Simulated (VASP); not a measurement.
Input of a VASP 6.6.1 run:

The input INCAR:

```
SYSTEM = Cd2S
PREC = Accurate
ENCUT = 520
EDIFF = 1E-6
ISMEAR = 0
SIGMA = 0.01
LREAL = .False.
LASPH = .True.
NELM = 60
ALGO = Normal
ISIF = 2
LWAVE = .False.
LCHARG = .False.
GGA = PE
NBANDS = 22
```

KPOINTS

```
regular mesh
0
Gamma
  10 10 10
  0 0 0
```

POSCAR

```
Cd2S
1.0
   -2.6059812025      2.6059812025      3.7029674524
    2.6059812025     -2.6059812025      3.7029674524
    2.6059812025      2.6059812025     -3.7029674524
Cd S
2 1
Direct
    0.6753489154      0.6753489154      0.0000000000
    0.3246510846      0.3246510846      0.0000000000
    0.0000000000      0.0000000000      0.0000000000
```

Potentials or basis: VASP PAW PBE potentials, release 64 (Cd, S).

Launch:

```sh
$ cat potpaw_PBE.64/Cd/POTCAR potpaw_PBE.64/S/POTCAR > POTCAR
$ mpirun -np 1 vasp_std > vasp.out
```

Task: Predict the pressure.

Result: 0.2 GPa.

Task: Estimate the largest force.

Result: 0.008 eV/Å.

Task: Predict the band gap on the k mesh.

Result: 0.22 eV.

Forces on the atoms (eV/Å):
```
Cd   0.000  0.000 -0.008
Cd   0.000  0.000  0.008
S    0.000  0.000  0.000
```

A k mesh can miss the band edges.
